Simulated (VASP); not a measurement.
Wanted: the native input for a VASP 6.6.1 run.

| Item | Value |
| --- | --- |
| Task | single point |
| Functional | PBE |
| Potentials or basis | VASP PAW PBE potentials, release 64 (Te, Ru_pv) |
| Cutoff | 520 eV |
| k mesh | 6 × 6 × 2 |
| Occupations | gaussian, width 0.1 eV |
| Spin | collinear spin, ferromagnetic start |
| Starting moments | [0.0, 0.0, 0.0, 1.0] μB |
| Dipole correction | no |
| Further INCAR settings | ALGO = Normal; EDIFF = 1e-07; NBANDS = 28 |

The structure of Te3Ru lies in POSCAR:

```
Te3Ru
1.0
    3.0103588675      0.0000000000      0.0000000000
    0.0000000000      3.0103588675      0.0000000000
    0.0000000000      0.0000000000     13.1273547053
Te Ru
3 1
Direct
    0.5000000000      0.5000000000      0.3060427746
    0.5000000000      0.5000000000      0.6939572254
    0.0000000000      0.0000000000      0.0000000000
    0.5000000000      0.5000000000      0.5000000000
```

The cell was generated, and may not be a known phase.

One way to write it, as run:

INCAR

```
SYSTEM = Te3Ru
  PREC = Accurate
  ENCUT = 520
  EDIFF = 1E-7
  ISMEAR = 0
  SIGMA = 0.1
  LREAL = .FALSE.
  LASPH = .TRUE.
  NELM = 150
  ALGO = Normal
  ISIF = 2
  LWAVE = .FALSE.
  LCHARG = .FALSE.
  ISPIN = 2
  MAGMOM = 0 0 0 1
  LORBIT = 11
  LMAXMIX = 4
  GGA = PE
  NBANDS = 28
```

KPOINTS

```
Automatic mesh
0
G
  6 6 2
  0 0 0
```

Potentials or basis: VASP PAW PBE potentials, release 64 (Te, Ru_pv).

Run with:

```sh
$ cat potpaw_PBE.64/Te/POTCAR potpaw_PBE.64/Ru_pv/POTCAR > POTCAR
$ mpirun -np 1 vasp_std > vasp.out
```

It gave:

| Property | Result |
| --- | --- |
| Pressure | 0.2 GPa |
| Largest force | 0.078 eV/Å |
| Net moment | 0.87 μB per cell |
| Site moments | Te -0.00, +0.01 (each value once); Ru +0.81 μB |
| Valence electrons inside the program's atomic spheres | Te 3.35, 3.29 (each value once); Ru 12.44 |

Caveat: this functional lacks dispersion, which binds layers or chains, so the pressure and a relaxed spacing across them are unreliable.

It took 110 s on 1 thread of Intel(R) Xeon(R) Platinum 8488C (Sapphire Rapids), on a shared host, peak memory 0.32 GiB.
